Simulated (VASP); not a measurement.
## Sn: single point with PBE

Crystal: Sn.

```xyz
2
Lattice="-2.9773 2.9790 1.6031 2.9790 -2.9773 1.6031 2.9771 2.9771 -1.6000" Properties=species:S:1:pos:R:3 pbc="T T T"
Sn    2.9789   -2.9772    1.6031
Sn    0.0004    2.9783    0.8031
```

```yaml
Program: VASP 6.6.1
Task: single point
Functional: PBE
Potentials_or_basis: VASP PAW PBE potentials, release 64 (Sn_d)
Cutoff: 520 eV
k_mesh: 11 × 11 × 8
Occupations: fermi-dirac, width 1 eV
Spin: no spin polarisation
Dipole_correction: no
Further_INCAR_settings: ALGO = Normal; EDIFF = 1e-07; NBANDS = 21
```

* Pressure: 5.0 GPa
* Band gap on the k mesh: zero (bands 14 and 15 overlap by 3.51 eV)

Stress tensor (GPa, compression positive):
```
5.21 0.00 0.00
0.00 5.21 0.00
0.00 0.00 4.67
```

Levels at points of the mesh, in eV from the Fermi level:
```
           k point  band 10  band 11  band 12  band 13  band 14  band 15  band 16  band 17  band 18  band 19
(0.00, 0.00, 0.00)   -21.16   -10.82    -3.90    -1.92    -1.92     2.97     5.87     5.87     6.69     6.79
(0.00, 0.00, 0.50)   -21.26    -8.69    -8.69     0.52     0.52     1.38     1.38     5.98     5.98     9.47
```

It took 12 min on 1 thread of AMD EPYC 7R13, on a shared host, peak memory 0.36 GiB.

Caveat: the cell stands under pressure; so wide a smearing shifts energies and pressures; spin-orbit coupling is left out, which moves the levels of the heavy elements.
